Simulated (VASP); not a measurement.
Input of a VASP 6.6.1 run:

The input INCAR:

```
ALGO = Normal
EDIFF = 1E-7
EDIFFG = -0.008
ENCUT = 600
GGA = PE
IBRION = 2
ISIF = 3
ISMEAR = 0
LASPH = True
LCHARG = False
LREAL = False
LWAVE = False
NELM = 100
NSW = 70
PREC = Accurate
PSTRESS = 20.0
SIGMA = 0.1
```

Contents of KPOINTS:

```
k-points
0
Gamma
  18 18 18
```

POSCAR

```
Ag
1.0
    0.0000000000      2.0604157620      2.0604157620
    2.0604157620      0.0000000000      2.0604157620
    2.0604157620      2.0604157620      0.0000000000
Ag
1
Direct
    0.0000000000      0.0000000000      0.0000000000
```

Potentials or basis: VASP PAW PBE potentials, release 64 (Ag).

Run with:

```bash
$ cat potpaw_PBE.64/Ag/POTCAR > POTCAR
$ mpirun -np 1 vasp_std > vasp.out
```

Q: Predict the relaxed volume.

A: 17.44 Å³/atom.

Q: Estimate the space group after relaxing (to 0.05 Å).

A: Fm-3m (No. 225).

Step by step:
```
step  energy change (eV)  largest force (eV/Å)  pressure (GPa)  volume (Å³)
   1              0.0000                0.0000            1.71        17.49
   2              0.0010                0.0000            2.15        17.41
   3              0.0006                0.0000            2.01        17.44
```

Caveat: the cell is relaxed towards a set pressure, so the enthalpy falls and the energy may rise.
